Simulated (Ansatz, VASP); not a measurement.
## BN in VASP and in Ansatz

```
B N
1.0
     2.55394    0.00000    0.00000
    -1.27697    2.21178    0.00000
     0.00000    0.00000    4.22685
B N
2 2
Cartesian
  1.2770 0.7373 4.2257
  0.0000 1.4745 2.1123
  1.3477 0.8080 2.6430
  0.0000 1.4745 0.5295
```

Alike in both runs: task single point; functional PBEsol; k mesh 12 × 12 × 6; occupations gaussian, width 0.05 eV; no spin polarisation.

```csv
,VASP,Ansatz
version,VASP 6.6.1,Ansatz 0.2.0
potentials or method,"VASP PAW PBE potentials, release 64 (B, N), cutoff 520 eV","scalar-relativistic, plane waves, PAW"
valence electrons in the cell,16,16
```

VASP gave:

```
gap on the k mesh at the Fermi level (eV)                     : 4.64
least direct gap on the mesh (eV)                             : 7.69
pressure (GPa)                                                : -3.8
traceless stress, the component that is largest in VASP (GPa) : 3.07
rms of the force components (eV/Å)                            : 1.042
```

Question: Which values does Ansatz return?

Answer: gap on the k mesh at the Fermi level (eV): 4.65; least direct gap on the mesh (eV): 7.70; pressure (GPa): -4.3; traceless stress, the component that is largest in VASP (GPa): 2.99; rms of the force components (eV/Å): 1.036.

VASP's potentials were made for PBE, not for PBEsol. Atom by atom the forces differ by 0.007 eV/Å (rms over components). With one functional, cell and mesh, what is left measures potentials, basis and numerics.
